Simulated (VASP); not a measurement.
# Zn (P6_3/mmc) in VASP: further runs

Runs on Zn. Level: PBEsol. Tasks: electric field gradients, density of states.

Program: VASP 6.6.1. These are calculated values, not measurements. Logs are shortened: lines on timing, memory, paths and dates and some standing lists are left out, and cuts for length are marked.

### 1 The cell of the first run

It takes space group P6_3/mmc (No. 194, hexagonal). Conventional cell: a = 2.717 Å, b = 2.717 Å, c = 5.044 Å, α = 90.00°, β = 90.00°, γ = 120.00°. Zn (site symmetry -6m2) has 12 Zn at 2.72 to 2.97 Å within 3.6 Å.

### 2 Electric field gradients, PBEsol (volume scaled by 1.06)

The input, INCAR:

```
ALGO     = Normal         # electronic algorithm
EDIFF    = 1E-8           # SCF threshold, eV
ENCUT    = 520            # plane-wave cutoff, eV
GGA      = PS             # functional
ISIF     = 2              # what is computed and relaxed
ISMEAR   = -1             # smearing method
LASPH    = True           # aspherical terms in the spheres
LCHARG   = False          # write CHGCAR
LEFG     = True         
LREAL    = False          # projectors in reciprocal space
LWAVE    = False          # write WAVECAR
NBANDS   = 19             # bands
NELM     = 60             # most SCF steps
PREC     = Accurate       # precision mode
SIGMA    = 0.03           # smearing width, eV
```

The input, KPOINTS:

```
k-points
0
Gamma
  18 18 8
```

The input, POSCAR:

```
Zn
1.0
    2.7170622642      0.0000000000      0.0000000000
   -1.3585311321      2.3530449444      0.0000000000
    0.0000000000      0.0000000000      5.0437187487
Zn
2
Direct
    0.3333333333      0.6666666667      0.2500000000
    0.6666666667      0.3333333333      0.7500000000
```

Potentials or basis: VASP PAW PBE potentials, release 64 (Zn).

Command:

```bash
> cat potpaw_PBE.64/Zn/POTCAR > POTCAR
> mpirun -np 1 vasp_std > vasp.out
```

OUTCAR:

```text
EDIFF = 1E-8
   ENCUT = 520
   GGA = PS
   ISIF = 2
   ISMEAR = -1
   LASPH = True
   LREAL = False
   NELM = 60
   PREC = Accurate

 ion  position               nearest neighbor table
   1  0.333  0.667  0.250-   2 2.97   2 2.97   2 2.97   2 2.97   2 2.97   2 2.97
   2  0.667  0.333  0.750-   1 2.97   1 2.97   1 2.97   1 2.97   1 2.97   1 2.97

  LATTYP: Found a hexagonal cell.
 ALAT       =     2.7170622642
 C/A-ratio  =     1.8563132745

  Lattice vectors:

 A1 = (   2.7170622642,   0.0000000000,   0.0000000000)
 A2 = (  -1.3585311321,   2.3530449444,   0.0000000000)
 A3 = (   0.0000000000,   0.0000000000,   5.0437187487)

Analysis of symmetry for initial positions (statically):
=====================================================================
 Subroutine PRICEL returns:
 Original cell was already a primitive cell.

 Routine SETGRP: Setting up the symmetry group for a
 hexagonal supercell.

 Subroutine GETGRP returns: Found 24 space group operations
 (whereof 12 operations were pure point group operations)
 out of a pool of 24 trial point group operations.

The static configuration has the point symmetry D_3d.
 The point group associated with its full space group is D_6h.

Analysis of symmetry for dynamics (positions and initial velocities):
=====================================================================
 Subroutine PRICEL returns:
 Original cell was already a primitive cell.

 Routine SETGRP: Setting up the symmetry group for a
 hexagonal supercell.

 Subroutine GETGRP returns: Found 24 space group operations
 (whereof 12 operations were pure point group operations)
 out of a pool of 24 trial point group operations.

The dynamic configuration has the point symmetry D_3d.
 The point group associated with its full space group is D_6h.

 Subroutine INISYM returns: Found 24 space group operations
 (whereof 12 operations are pure point group operations),
 and found     1 'primitive' translations

----------------------------------------------------------------------------------------

                                     Primitive cell

  volume of cell :      32.2464

  direct lattice vectors                    reciprocal lattice vectors
     2.717062264  0.000000000  0.000000000     0.368044565  0.212490629  0.000000000
    -1.358531132  2.353044944  0.000000000     0.000000000  0.424981258  0.000000000
     0.000000000  0.000000000  5.043718749     0.000000000  0.000000000  0.198266408

  length of vectors
     2.717062264  2.717062264  5.043718749     0.424981258  0.424981258  0.198266408

  position of ions in fractional coordinates (direct lattice)
     0.333333333  0.666666667  0.250000000
     0.666666667  0.333333333  0.750000000

  ion indices of the primitive-cell ions
   primitive index   ion index
                 1           1
                 2           2

----------------------------------------------------------------------------------------

 KPOINTS: k-points

Automatic generation of k-mesh.
 Grid dimensions read from file:
 generate k-points for:   18   18    8

 Generating k-lattice:

  Cartesian coordinates                     Fractional coordinates (reciprocal lattice)
     0.020446920  0.011805035  0.000000000     0.055555556 -0.000000000  0.000000000
     0.000000000  0.023610070  0.000000000     0.000000000  0.055555556  0.000000000
     0.000000000  0.000000000  0.024783301     0.000000000  0.000000000  0.125000000

  Length of vectors
     0.023610070  0.023610070  0.024783301

  Shift w.r.t. Gamma in fractional coordinates (k-lattice)
     0.000000000  0.000000000  0.000000000

 Subroutine IBZKPT returns following result:
 ===========================================

 Found    185 irreducible k-points:

 Following reciprocal coordinates:
            Coordinates               Weight
  0.000000  0.000000  0.000000      1.000000
  0.055556  0.000000  0.000000      6.000000
  0.111111  0.000000  0.000000      6.000000
  0.166667  0.000000  0.000000      6.000000
  0.222222  0.000000  0.000000      6.000000
  0.277778  0.000000  0.000000      6.000000
[... 16 lines left out ...]
  0.333333  0.111111  0.000000     12.000000
  0.388889  0.111111  0.000000     12.000000
 [... further k-points ...]
   k-points           NKPTS =    185   k-points in BZ     NKDIM =    185   number of bands    NBANDS=     19
   number of dos      NEDOS =    301   number of ions     NIONS =      2
   total plane-waves  NPLWV =  16000
   dimension x,y,z NGX =    20 NGY =   20 NGZ =   40
   dimension x,y,z NGXF=    40 NGYF=   40 NGZF=   80
   ions per type =               2
   NGX,Y,Z   is equivalent  to a cutoff of  12.24, 12.24, 13.18 a.u.
   NGXF,Y,Z  is equivalent  to a cutoff of  24.47, 24.47, 26.37 a.u.
 SYSTEM =  unknown system
   PREC   = accura    normal or accurate (medium, high low for compatibility)
   ISTART =      0    job   : 0-new  1-cont  2-samecut
   ICHARG =      2    charge: 1-file 2-atom 10-const
   ISPIN  =      1    spin polarized calculation?
   LNONCOLLINEAR =      F non collinear calculations
   LSORBIT =      F    spin-orbit coupling
   LASPH  =      T    aspherical Exc in radial PAW
   ENCUT  =  520.0 eV  38.22 Ry    6.18 a.u.   5.05  5.05  9.38*2*pi/ulx,y,z
   NELM   =     60;   NELMIN=  2; NELMDL= -5     # of ELM steps
   EDIFF  = 0.1E-07   stopping-criterion for ELM
   LREAL  =      F    real-space projection
   EDIFFG = 0.1E-06   stopping-criterion for IOM
   NSW    =      0    number of steps for IOM
   IBRION =     -1    ionic relax: 0-MD 1-quasi-New 2-CG
   NFREE  =      0    steps in history (QN), initial steepest desc. (CG)
   ISIF   =      2    stress and relaxation
   ISYM   =      2    0-nonsym 1-usesym 2-fastsym
   POTIM  = 0.5000    time-step for ionic-motion
   TEBEG  =    0.0;   TEEND  =   0.0 temperature during run
   PSTRESS=    0.0 pullay stress
   NELECT =      24.0000    total number of electrons
   NUPDOWN=      -1.0000    fix difference up-down
   EMIN   =  10.00;   EMAX   =-10.00  energy-range for DOS
   EFERMI =   0.00;   METHOD = LEGACY
   ISMEAR =    -1;   SIGMA  =   0.03  broadening in eV -4-tet -1-fermi 0-gaus
   EFERMI_NEDOS =   21; number of points for ismear=-14 and -15
   IALGO  =     38    algorithm
   IMIX   =      4    mixing-type and parameters
     AMIX     =   0.40;   BMIX     =  1.00
     AMIX_MAG =   1.60;   BMIX_MAG =  1.00
  volume/ion in A,a.u.               =      16.12       108.80
  Fermi-wavevector in a.u.,A,eV,Ry     =   1.483605  2.803607 29.947572  2.201084
  Thomas-Fermi vector in A             =   2.597246
   LORBIT       =      0    0 simple, 1 ext, 2 COOP (PROOUT), +10 PAW based schemes
   GGA     = PS    functional components
   LHFCALC =     F    Hartree Fock is set to
   AEXX    =    0.0000 exact exchange contribution
   IVDW    =     0    specifies the selected vdW correction
   LEPSILON=     F    determine dielectric tensor
   LRPA    =     F    only Hartree local field effects (RPA)
 non-spin polarized calculation
  energy-cutoff  :      520.00
  volume of cell :       32.25
 maximum number of plane-waves:       894
   NGX = 11   NGY = 11   NGZ = 19

 number of electron      23.9999988 magnetization

 Free energy of the ion-electron system (eV)
  ---------------------------------------------------
  ext. energy  EPLUGINS =         0.00000000
  ---------------------------------------------------
  free energy    TOTEN  =        -3.06326123 eV

  energy without entropy =       -3.06170281  energy(sigma->0) =       -3.06248202

 E-fermi :   2.6567     XC(G=0): -11.3977

 val. band max:        2.6446871379   @ k =   0.4444   0.0556   0.3750
 cond. band min:       2.7007026810   @ k =   0.4444   0.1111   0.5000
 fundamental gap:      0.0560155432
 Fermi energy:         2.6566519383

 k-point     1 :       0.0000    0.0000    0.0000
  band No.  band energies     occupation
      1      -7.4237      2.00000
      2      -5.7906      2.00000
      3      -5.1702      2.00000
      4      -4.9666      2.00000
      5      -4.9666      2.00000
      6      -4.9220      2.00000
[... 11 lines left out ...]
     18      20.8198      0.00000
     19      20.8198      0.00000
[... 485 lines left out ...]
 k-point    24 :       0.3889    0.1111    0.0000
  band No.  band energies     occupation
      1      -5.5224      2.00000
      2      -5.4289      2.00000
      3      -5.3549      2.00000
      4      -4.9568      2.00000
      5      -4.8551      2.00000
      6      -4.8287      2.00000
[... 11 lines left out ...]
     18      14.9052      0.00000
     19      16.4512      0.00000

 [... further k-points ...]

------------------------ aborting loop because EDIFF is reached ----------------------------------------

  FORCE on cell =-STRESS in cart. coord.  units (eV):
  Direction    XX          YY          ZZ          XY          YZ          ZX
  --------------------------------------------------------------------------------------
  -------------------------------------------------------------------------------------
  Total       -1.8200912     -1.8200912     -1.2565342      0.0000000     -0.0000000      0.0000000
  in kB      -90.4321922    -90.4321922    -62.4315647      0.0000000     -0.0000000      0.0000000
  external PRESSURE =     -81.0986497 kB  Pullay stress =       0.0000000 kB

 VOLUME and BASIS-vectors are now :
 -----------------------------------------------------------------------------
  energy-cutoff  :      520.00
  volume of cell :       32.25
      direct lattice vectors                 reciprocal lattice vectors
     2.717062264  0.000000000  0.000000000     0.368044565  0.212490629  0.000000000
    -1.358531132  2.353044944  0.000000000     0.000000000  0.424981258  0.000000000
     0.000000000  0.000000000  5.043718749     0.000000000  0.000000000  0.198266408

 POSITION                                       TOTAL-FORCE (eV/Angst)
 -----------------------------------------------------------------------------------
     -0.00000      1.56870      1.26093         0.000000     -0.000000      0.000000
      1.35853      0.78435      3.78279        -0.000000      0.000000      0.000000
 -----------------------------------------------------------------------------------
    total drift:                                0.000000     -0.000000      0.000000

  FREE ENERGIE OF THE ION-ELECTRON SYSTEM (eV)
  ---------------------------------------------------
  free  energy   TOTEN  =        -3.0632612310 eV

  energy  without entropy=       -3.0617028059  energy(sigma->0) =       -3.06248202

 Electric field gradients (V/A^2)
---------------------------------------------------------------------
 ion       V_xx      V_yy      V_zz      V_xy      V_xz      V_yz
---------------------------------------------------------------------
   1     -15.719   -15.710    31.429     0.008     0.000    -0.000
   2     -15.719   -15.710    31.429     0.008    -0.000     0.000
---------------------------------------------------------------------

 Electric field gradients after diagonalization (V/A^2)
 (convention: |V_zz| > |V_xx| > |V_yy|)
----------------------------------------------------------------------
 ion       V_xx      V_yy      V_zz     asymmetry (V_yy - V_xx)/ V_zz
----------------------------------------------------------------------
   1     -15.723   -15.706    31.429       0.001
   2     -15.723   -15.706    31.429       0.001
----------------------------------------------------------------------

           NMR quadrupolar parameters

 Cq : quadrupolar parameter    Cq=e*Q*V_zz/h
 eta: asymmetry parameters     (V_yy - V_xx)/ V_zz
 Q  : nuclear electric quadrupole moment in mb (millibarn)
----------------------------------------------------------------------
 ion       Cq(MHz)       eta       Q (mb)
----------------------------------------------------------------------
   1       0.076       0.001       1.000
   2       0.076       0.001       1.000
----------------------------------------------------------------------
```

Run time: 42 s. Hardware: 1 thread of AMD EPYC 9R45 (Zen 5), shared host; peak memory 0.18 GiB.

What came out:

| Item | Value |
| --- | --- |
| Free energy | -3.0633 eV |
| Pressure | -8.1 GPa |
| Band gap on the k mesh | zero (band 12 reaches 4.10 eV, above the bottom of band 13 at -0.54 eV) |

Stress tensor (GPa, compression positive):
```
-9.04  0.00  0.00
 0.00 -9.04  0.00
 0.00  0.00 -6.24
```

Levels at points of the mesh, in eV from the Fermi level:
```
           k point  band 10  band 11  band 12  band 13  band 14  band 15
(0.00, 0.00, 0.00)    -7.09    -7.09    -3.48    -3.19    12.96    16.52
(0.50, 0.00, 0.00)    -6.92    -2.79    -2.26     2.35     3.35     3.61
(0.00, 0.00, 0.50)    -7.17    -7.17    -7.17     4.28     4.28    17.73
(0.50, 0.00, 0.50)    -6.92    -1.82    -1.82    -0.14    -0.14     9.61
```

Electric field gradients, principal values (V/Å²):
```tsv
atom	least	middle	greatest (by size)
1 Zn	-15.706	-15.723	31.429
2 Zn	-15.706	-15.723	31.429
```

Caveat: without QUAD_EFG the Cq values of the log hold for a quadrupole moment of 1 mb, not for the nuclei; the PAW data sets were made with another functional, which shifts forces and pressure a little.

[end of part 1 of 3]
